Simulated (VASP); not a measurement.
# AlSiN in VASP: a series of runs, part 2 of 2

VASP 6.6.1. Earlier steps stand in the parts before.

**4. Relaxation of cell and atoms, PBE**

Input file INCAR:

```
PREC = Accurate
ENCUT = 600
EDIFF = 1E-7
ISMEAR = 0
SIGMA = 0.1
LREAL = False
LASPH = True
NELM = 120
ALGO = Normal
ISIF = 3
LWAVE = False
LCHARG = False
GGA = PE
IBRION = 2
NSW = 90
EDIFFG = -0.04
GGA_COMPAT = False
NELMIN = 4
```

Input file KPOINTS:

```
regular mesh
0
Gamma
  6 6 6
```

Input file POSCAR:

```
AlSiN
1.0
    3.3424458200      0.0000000000      0.0000000000
    0.0000000000      3.3654363400      0.0000000000
    0.0000000000      0.0000000000      3.3912082600
Al Si N
1 1 1
Direct
    0.0000000000      0.0000000000      0.0000000000
    0.5000000000      0.5000000000      0.5000000000
    0.5000000000      0.5000000000      0.0000000000
```

Potentials or basis: VASP PAW PBE potentials, release 64 (Al, Si, N).

Run with:

```console
> cat potpaw_PBE.64/Al/POTCAR potpaw_PBE.64/Si/POTCAR potpaw_PBE.64/N/POTCAR > POTCAR
> mpirun -np 1 vasp_std > vasp.out
```

OUTCAR:

```text
PREC = Accurate
   ENCUT = 600
   EDIFF = 1E-7
   ISMEAR = 0
   LREAL = False
   LASPH = True
   NELM = 120
   ISIF = 3
   GGA = PE
   IBRION = 2
   NSW = 90
   EDIFFG = -0.04
   NELMIN = 4

 ion  position               nearest neighbor table
   1  0.000  0.000  0.000-   3 2.37   3 2.37   3 2.37   3 2.37   2 2.92   2 2.92   2 2.92   2 2.92
                             2 2.92   2 2.92   2 2.92   2 2.92
   2  0.500  0.500  0.500-   3 1.70   3 1.70   1 2.92   1 2.92   1 2.92   1 2.92   1 2.92   1 2.92
                             1 2.92   1 2.92
   3  0.500  0.500  0.000-   2 1.70   2 1.70   1 2.37   1 2.37   1 2.37   1 2.37

  LATTYP: Found a simple orthorhombic cell.
 ALAT       =     3.3424458200
 B/A-ratio  =     1.0068783523
 C/A-ratio  =     1.0145888498

  Lattice vectors:

 A1 = (   3.3424458200,   0.0000000000,   0.0000000000)
 A2 = (   0.0000000000,   3.3654363400,   0.0000000000)
 A3 = (   0.0000000000,   0.0000000000,   3.3912082600)

Analysis of symmetry for initial positions (statically):
=====================================================================
 Subroutine PRICEL returns:
 Original cell was already a primitive cell.

 Routine SETGRP: Setting up the symmetry group for a
 simple orthorhombic supercell.

 Subroutine GETGRP returns: Found  8 space group operations
 (whereof  8 operations were pure point group operations)
 out of a pool of  8 trial point group operations.

The static configuration has the point symmetry D_2h.

Analysis of symmetry for dynamics (positions and initial velocities):
=====================================================================
 Subroutine PRICEL returns:
 Original cell was already a primitive cell.

 Routine SETGRP: Setting up the symmetry group for a
 simple orthorhombic supercell.

 Subroutine GETGRP returns: Found  8 space group operations
 (whereof  8 operations were pure point group operations)
 out of a pool of  8 trial point group operations.

The dynamic configuration has the point symmetry D_2h.

 Subroutine INISYM returns: Found  8 space group operations
 (whereof  8 operations are pure point group operations),
 and found     1 'primitive' translations

----------------------------------------------------------------------------------------

                                     Primitive cell

  volume of cell :      38.1470

  direct lattice vectors                    reciprocal lattice vectors
     3.342445820  0.000000000  0.000000000     0.299182112  0.000000000  0.000000000
     0.000000000  3.365436340  0.000000000     0.000000000  0.297138290  0.000000000
     0.000000000  0.000000000  3.391208260     0.000000000  0.000000000  0.294880150

  length of vectors
     3.342445820  3.365436340  3.391208260     0.299182112  0.297138290  0.294880150

  position of ions in fractional coordinates (direct lattice)
     0.000000000  0.000000000  0.000000000
     0.500000000  0.500000000  0.500000000
     0.500000000  0.500000000  0.000000000

  ion indices of the primitive-cell ions
   primitive index   ion index
                 1           1
                 2           2
                 3           3

----------------------------------------------------------------------------------------

 KPOINTS: regular mesh

Automatic generation of k-mesh.
 Grid dimensions read from file:
 generate k-points for:    6    6    6

 Generating k-lattice:

  Cartesian coordinates                     Fractional coordinates (reciprocal lattice)
[... 65 lines left out ...]
   NFREE  =      1    steps in history (QN), initial steepest desc. (CG)
   ISIF   =      3    stress and relaxation
   ISYM   =      2    0-nonsym 1-usesym 2-fastsym
   POTIM  = 0.5000    time-step for ionic-motion
   TEBEG  =    0.0;   TEEND  =   0.0 temperature during run
   PSTRESS=    0.0 pullay stress
   NELECT =      12.0000    total number of electrons
   NUPDOWN=      -1.0000    fix difference up-down
   EMIN   =  10.00;   EMAX   =-10.00  energy-range for DOS
   EFERMI =   0.00;   METHOD = LEGACY
   ISMEAR =     0;   SIGMA  =   0.10  broadening in eV -4-tet -1-fermi 0-gaus
   EFERMI_NEDOS =   21; number of points for ismear=-14 and -15
   IALGO  =     38    algorithm
   IMIX   =      4    mixing-type and parameters
     AMIX     =   0.40;   BMIX     =  1.00
     AMIX_MAG =   1.60;   BMIX_MAG =  1.00
  volume/ion in A,a.u.               =      12.72        85.81
  Fermi-wavevector in a.u.,A,eV,Ry     =   1.113393  2.104008 16.866382  1.239644
  Thomas-Fermi vector in A             =   2.249977
   LORBIT       =      0    0 simple, 1 ext, 2 COOP (PROOUT), +10 PAW based schemes
   GGA     = PE    functional components
   LHFCALC =     F    Hartree Fock is set to
   AEXX    =    0.0000 exact exchange contribution
   IVDW    =     0    specifies the selected vdW correction
   LEPSILON=     F    determine dielectric tensor
   LRPA    =     F    only Hartree local field effects (RPA)
 conjugate gradient relaxation of ions
 non-spin polarized calculation
 Gauss-broadening in eV      SIGMA  =   0.10
  energy-cutoff  :      600.00
  volume of cell :       38.15
 maximum number of plane-waves:      1312
 NGX is ok and might be reduce to    28

--------------------------------------- Ionic step        1  -------------------------------------------

 number of electron      11.9999997 magnetization

 Free energy of the ion-electron system (eV)
  ---------------------------------------------------
  ext. energy  EPLUGINS =         0.00000000
  ---------------------------------------------------
  free energy    TOTEN  =       -15.95515853 eV

  energy without entropy =      -15.95104788  energy(sigma->0) =      -15.95310320

------------------------ aborting loop because EDIFF is reached ----------------------------------------

  FORCE on cell =-STRESS in cart. coord.  units (eV):
  Direction    XX          YY          ZZ          XY          YZ          ZX
  --------------------------------------------------------------------------------------
  -------------------------------------------------------------------------------------
  Total       -1.6945546     -1.7629503      6.9255614      0.0000000      0.0000000      0.0000000
  in kB      -71.1714705    -74.0440963    290.8742987      0.0000000      0.0000000      0.0000000
  external PRESSURE =      48.5529106 kB  Pullay stress =       0.0000000 kB
[... 92 lines left out ...]
  FREE ENERGIE OF THE ION-ELECTRON SYSTEM (eV)
  ---------------------------------------------------
  free  energy   TOTEN  =       -16.6024734107 eV

  energy  without entropy=      -16.5991716552  energy(sigma->0) =      -16.60082253

 E-fermi :  10.3027     XC(G=0): -11.3412

 val. band max:       10.1911929395   @ k =   0.0000   0.5000   0.1667
 cond. band min:      10.3198226307   @ k =   0.5000   0.5000   0.1667
 fundamental gap:      0.1286296912
 Fermi energy:        10.3027057587

 k-point     1 :       0.0000    0.0000    0.0000
  band No.  band energies     occupation
      1      -8.9136      2.00000
      2      -0.9096      2.00000
      3       1.3369      2.00000
      4       6.9187      2.00000
      5       7.0141      2.00000
      6      12.0202      0.00000
      7      14.3918      0.00000
      8      16.1395      0.00000
      9      18.2729      0.00000
     10      18.4384      0.00000
[... 287 lines left out ...]
 k-point    24 :       0.5000    0.1667    0.1667
  band No.  band energies     occupation
      1      -6.2467      2.00000
      2       0.1951      2.00000
      3       3.3293      2.00000
      4       5.3786      2.00000
      5       5.5399      2.00000
      6       6.0523      2.00000
      7      10.6853      0.00000
      8      13.9950      0.00000
      9      16.3711      0.00000
     10      17.2672      0.00000

 [... further k-points ...]

[... ionic steps 4 to 10 ...]

--------------------------------------- Ionic step       11  -------------------------------------------

 number of electron      11.9999999 magnetization

------------------------ aborting loop because EDIFF is reached ----------------------------------------
[... 69 lines left out ...]
--------------------------------------- Ionic step       13  -------------------------------------------

 number of electron      11.9999998 magnetization

 Free energy of the ion-electron system (eV)
  ---------------------------------------------------
  ext. energy  EPLUGINS =         0.00000000
  ---------------------------------------------------
  free energy    TOTEN  =       -17.93453452 eV

  energy without entropy =      -17.93137984  energy(sigma->0) =      -17.93295718

 E-fermi :   9.4212     XC(G=0): -11.0326

 val. band max:        9.3841054563   @ k =   0.5000   0.5000   0.3333
 cond. band min:       9.4989147858   @ k =   0.0000   0.5000   0.1667
 fundamental gap:      0.1148093295
 Fermi energy:         9.4211652013

 k-point     1 :       0.0000    0.0000    0.0000
  band No.  band energies     occupation
      1      -9.0323      2.00000
      2      -1.0432      2.00000
      3       1.0531      2.00000
      4       5.9528      2.00000
      5       5.9554      2.00000
      6      11.7301      0.00000
      7      12.5524      0.00000
      8      14.8074      0.00000
      9      16.2429      0.00000
     10      16.2472      0.00000
[... 329 lines left out ...]
  FREE ENERGIE OF THE ION-ELECTRON SYSTEM (eV)
  ---------------------------------------------------
  free  energy   TOTEN  =       -17.9345345186 eV

  energy  without entropy=      -17.9313798447  energy(sigma->0) =      -17.93295718

 reached required accuracy - stopping structural energy minimisation
```

Wall time 1.9 min (1 thread of AMD EPYC 9R45 (Zen 5), shared host); peak memory 0.16 GiB.

What came out:

```
Free energy                            : -17.9345 eV
Relaxed volume                         : 12.05 Å³/atom
Relaxed cell                           : a = 2.700 Å, b = 2.701 Å, c = 4.959 Å, α = 90.00°, β = 90.00°, γ = 90.00°
Space group after relaxing (to 0.05 Å) : P4/mmm (No. 123)
Energy gained by relaxing              : 659.8 meV/atom
Ionic steps                            : 13
Pressure after relaxing                : 0.4 GPa
Band gap on the k mesh                 : zero (band 6 reaches 11.73 eV, above the bottom of band 7 at 7.81 eV)
```

The path:
```tsv
step	energy change (eV)	largest force (eV/Å)	pressure (GPa)	volume (Å³)
1	0.0000	0.0000	4.86	38.15
2	-0.5245	0.0000	-10.85	40.07
3	-0.6473	0.0000	-14.96	40.88
4	-0.8698	0.0000	-18.68	42.21
5	-1.3693	0.0000	-15.80	40.14
6	-1.6692	0.0000	22.21	33.33
7	-1.8836	0.0000	-7.11	37.33
8	-1.9671	0.0000	4.02	35.22
9	-1.9717	0.0000	1.53	35.61
10	-1.9713	0.0000	2.37	35.47
11	-1.9753	0.0000	2.25	35.64
12	-1.9758	0.0000	2.25	35.73
13	-1.9794	0.0000	0.36	36.16
```

Final structure:
```
Al Si N
1.0
     2.70031    0.00000    0.00000
     0.00000    2.70064    0.00000
     0.00000    0.00000    4.95893
Al Si N
1 1 1
Cartesian
  2.7003 0.0000 0.0000
  1.3502 1.3503 2.4795
  1.3502 1.3503 0.0000
```

Levels at points of the mesh, in eV from the Fermi level:
| k point | band 2 | band 3 | band 4 | band 5 | band 6 | band 7 | band 8 | band 9 | band 10 |
| --- | --- | --- | --- | --- | --- | --- | --- | --- | --- |
| (0.00, 0.00, 0.00) | -10.46 | -8.37 | -3.47 | -3.47 | 2.31 | 3.13 | 5.39 | 6.82 | 6.83 |
| (0.50, 0.00, 0.00) | -10.05 | -6.51 | -5.90 | -4.50 | -3.03 | -0.64 | 4.59 | 7.53 | 7.61 |
| (0.00, 0.50, 0.00) | -10.05 | -6.51 | -5.90 | -4.50 | -3.02 | -0.64 | 4.59 | 7.53 | 7.61 |
| (0.50, 0.50, 0.00) | -8.14 | -8.14 | -4.00 | -1.94 | -1.62 | -1.62 | -0.69 | 3.63 | 3.63 |
| (0.00, 0.00, 0.50) | -12.01 | -4.10 | -3.45 | -3.44 | -2.89 | 4.98 | 6.15 | 6.32 | 6.32 |
| (0.50, 0.00, 0.50) | -9.80 | -8.38 | -5.82 | -3.02 | -2.04 | 0.90 | 2.82 | 4.81 | 8.01 |
| (0.00, 0.50, 0.50) | -9.80 | -8.38 | -5.82 | -3.01 | -2.04 | 0.90 | 2.82 | 4.81 | 8.01 |
| (0.50, 0.50, 0.50) | -8.02 | -8.02 | -5.15 | -2.47 | -2.47 | 0.73 | 0.82 | 0.93 | 3.99 |

**5. Single point, PBE**

This run uses another cell than the first one, of 13.03 Å³/atom, 1.024 times its volume.

Input file INCAR:

```
PREC = Accurate
ENCUT = 600
EDIFF = 1E-6
ISMEAR = 0
SIGMA = 0.1
LREAL = F
LASPH = T
NELM = 120
ALGO = Normal
ISIF = 2
LWAVE = F
LCHARG = T
GGA = PE
LELF = T
LVHAR = T
NBANDS = 13
GGA_COMPAT = F
```

Input file KPOINTS:

```
Automatic mesh
0
Gamma
  18 18 10
```

Input file POSCAR:

```
AlSiN
1.0
    2.6886224701      0.0000000000      0.0000000000
    0.0000000000      2.6886224701      0.0000000000
    0.0000000000      0.0000000000      5.4063588636
Al Si N
1 1 1
Direct
    0.0000000000      0.0000000000      0.0000000000
    0.5000000000      0.5000000000      0.5000000000
    0.5000000000      0.5000000000      0.0000000000
```

Run with:

```console
> cat potpaw_PBE.64/Al/POTCAR potpaw_PBE.64/Si/POTCAR potpaw_PBE.64/N/POTCAR > POTCAR
> mpirun -np 1 vasp_std > vasp.out
```

Wall time 94 s (1 thread of AMD EPYC 9R45 (Zen 5), shared host); peak memory 0.3 GiB.

Results (log left out):

- Free energy: -17.9710 eV
- Pressure: -0.1 GPa
- Band gap on the k mesh: zero (band 6 reaches 9.77 eV, above the bottom of band 7 at 6.69 eV)

Levels at points of the mesh, in eV from the Fermi level:
| k point | band 2 | band 3 | band 4 | band 5 | band 6 | band 7 | band 8 | band 9 | band 10 | band 11 |
| --- | --- | --- | --- | --- | --- | --- | --- | --- | --- | --- |
| (0.00, 0.00, 0.00) | -10.56 | -7.73 | -3.02 | -3.02 | 1.07 | 2.73 | 6.08 | 7.10 | 7.10 | 8.58 |
| (0.50, 0.00, 0.00) | -9.55 | -6.56 | -5.09 | -4.57 | -2.60 | -0.30 | 3.27 | 7.01 | 7.72 | 9.78 |
| (0.50, 0.50, 0.00) | -7.69 | -7.69 | -3.11 | -1.93 | -1.61 | -1.61 | 0.08 | 4.15 | 4.15 | 4.83 |
| (0.00, 0.00, 0.50) | -11.46 | -4.65 | -3.30 | -3.02 | -3.02 | 4.97 | 6.59 | 6.62 | 6.84 | 6.84 |
| (0.50, 0.00, 0.50) | -9.42 | -7.64 | -5.36 | -2.59 | -2.53 | 0.50 | 2.65 | 3.71 | 8.39 | 9.64 |
| (0.50, 0.50, 0.50) | -7.64 | -7.64 | -4.11 | -2.07 | -2.07 | 0.21 | 1.17 | 1.47 | 3.69 | 7.03 |

**6. Relaxation of cell and atoms, PBE**

This run uses another cell than the first one, of the same volume but with other edges.

Input file INCAR:

```
ALGO = Normal ; EDIFF = 1E-7
EDIFFG = -0.01 ; ENCUT = 600
GGA = PE ; GGA_COMPAT = F
IBRION = 2 ; ISIF = 3
ISMEAR = 0 ; LASPH = T
LCHARG = F ; LREAL = F
LWAVE = F ; NELM = 120
NELMIN = 4 ; NSW = 100
PREC = Accurate ; SIGMA = 0.1
```

Input file KPOINTS:

```
k-points
0
Gamma
  18 18 10
```

Input file POSCAR:

```
AlSiN
1.0
    2.6967560147      0.0000000000      0.0000000000
    0.0000000000      2.6967560147      0.0000000000
    0.0000000000      0.0000000000      5.2371843189
Al Si N
1 1 1
Direct
    0.0000000000      0.0000000000      0.0000000000
    0.5000000000      0.5000000000      0.5000000000
    0.5000000000      0.5000000000      0.0000000000
```

Potentials or basis: VASP PAW PBE potentials, release 64 (Al, Si, N).

Run with:

```console
> cat potpaw_PBE.64/Al/POTCAR potpaw_PBE.64/Si/POTCAR potpaw_PBE.64/N/POTCAR > POTCAR
> mpirun -np 1 vasp_std > vasp.out
```

Run time: 5.1 min. Hardware: 1 thread of AMD EPYC 9R45 (Zen 5), shared host; peak memory 0.28 GiB.

The run converged. Its results:

```
Free energy                            : -17.9704 eV
Relaxed volume                         : 12.98 Å³/atom
Relaxed cell                           : a = 2.688 Å, b = 2.688 Å, c = 5.388 Å, α = 90.00°, β = 90.00°, γ = 90.00°
Space group after relaxing (to 0.05 Å) : P4/mmm (No. 123)
Energy gained by relaxing              : 0.8 meV/atom
Ionic steps                            : 9
Pressure after relaxing                : 0.1 GPa
Band gap on the k mesh                 : zero (band 6 reaches 9.85 eV, above the bottom of band 7 at 6.74 eV)
```

Step by step:
```csv
step,energy change (eV),largest force (eV/Å),pressure (GPa),volume (Å³)
1,0.0000,0.0000,0.27,38.09
2,-0.0004,0.0000,0.06,38.21
3,-0.0009,0.0000,-0.56,38.56
4,-0.0010,0.0000,-0.53,38.58
5,-0.0014,0.0000,-0.42,38.63
6,-0.0020,0.0000,-0.21,38.73
7,-0.0024,0.0000,0.25,38.94
8,-0.0024,0.0000,0.14,38.89
9,-0.0024,0.0000,0.09,38.93
```

Final structure:
```
CELL_PARAMETERS angstrom
2.68802 0.00000 0.00000
0.00000 2.68802 0.00000
0.00000 0.00000 5.38819
ATOMIC_POSITIONS crystal
Al 0.00000 0.00000 0.00000
Si 0.50000 0.50000 0.50000
N 0.50000 0.50000 0.00000
```

Levels at points of the mesh, in eV from the Fermi level:
```
           k point  band 4  band 5  band 6  band 7  band 8  band 9
(0.00, 0.00, 0.00)   -3.04   -3.04    1.11    2.75    6.05    7.10
(0.50, 0.00, 0.00)   -5.13   -4.58   -2.62   -0.32    3.30    7.03
(0.50, 0.50, 0.00)   -3.15   -1.93   -1.62   -1.62    0.05    4.12
(0.00, 0.00, 0.50)   -3.30   -3.04   -3.04    4.98    6.57    6.63
(0.50, 0.00, 0.50)   -5.39   -2.61   -2.53    0.50    2.65    3.74
(0.50, 0.50, 0.50)   -4.15   -2.09   -2.09    0.23    1.15    1.44
```

**7. The runs side by side**

```tsv
task	cell	k mesh	gap on the mesh (eV)	pressure (GPa)	relaxed volume (Å³/atom)
single point	a = 3.342, b = 3.365, c = 3.391 Å, 3 atoms	6 × 6 × 6	none	4.9	-
single point	a = 2.697, b = 2.697, c = 5.237 Å, 3 atoms	6 × 6 × 6	none	-0.1	-
relaxation of cell and atoms	relaxed from a = 3.342, b = 3.365, c = 3.391 Å, 3 atoms	6 × 6 × 6	none	0.4	12.05
single point	a = 2.689, b = 2.689, c = 5.406 Å, 3 atoms	18 × 18 × 10	none	-0.1	-
relaxation of cell and atoms	relaxed from a = 2.697, b = 2.697, c = 5.237 Å, 3 atoms	18 × 18 × 10	none	0.1	12.98
```

Alike in all rows: level PBE; potentials or basis VASP PAW PBE potentials, release 64 (Al, Si, N); no spin polarisation; cutoff (eV) 600; smearing gaussian 0.1 eV.

Caveats: some runs use coarse meshes.

Absolute energies hang on the potentials; compare differences alone.
